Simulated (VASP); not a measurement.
Here is a VASP 6.6.1 calculation.

Contents of INCAR:

```
SYSTEM = Co
PREC     = Accurate       ! precision mode
ENCUT    = 520            ! plane-wave cutoff, eV
EDIFF    = 1E-8           ! SCF threshold, eV
ISMEAR   = -1             ! smearing method
SIGMA    = 0.08           ! smearing width, eV
LREAL    = .False.        ! projectors in reciprocal space
LASPH    = .True.         ! aspherical terms in the spheres
NELM     = 150            ! most SCF steps
ALGO     = Normal         ! electronic algorithm
ISIF     = 2              ! what is computed and relaxed
LWAVE    = .False.        ! write WAVECAR
LCHARG   = .False.        ! write CHGCAR
ISPIN    = 2              ! spin polarisation
MAGMOM   = 2 2            ! initial moments
LORBIT   = 11             ! projections on sites
LMAXMIX  = 4              ! l up to which the mixer works
GGA      = PS             ! functional
LEFG     = .True.       
NBANDS   = 20             ! bands
```

KPOINTS

```
regular mesh
0
Gamma
  19 19 10
  0 0 0
```

POSCAR

```
Co
1.0
    2.5190008694      0.0000000000      0.0000000000
   -1.2595004347      2.1815187451      0.0000000000
    0.0000000000      0.0000000000      4.0910000000
Co
2
Direct
    0.3333333333      0.6666666667      0.2500000000
    0.6666666667      0.3333333333      0.7500000000
```

Potentials or basis: VASP PAW PBE potentials, release 64 (Co).

Command:

```bash
$ cat potpaw_PBE.64/Co/POTCAR > POTCAR
$ mpirun -np 1 vasp_std > vasp.out
```

(1) Predict the net moment.

(2) What does it give for the pressure?

(3) Estimate the site moments.

## Answers

(1) 3.26 μB per cell.

(2) -16.5 GPa.

(3) Co +1.65 μB.

Caveat: without QUAD_EFG the Cq values of the log hold for a quadrupole moment of 1 mb, not for the nuclei; the PAW data sets were made with another functional, which shifts forces and pressure a little.
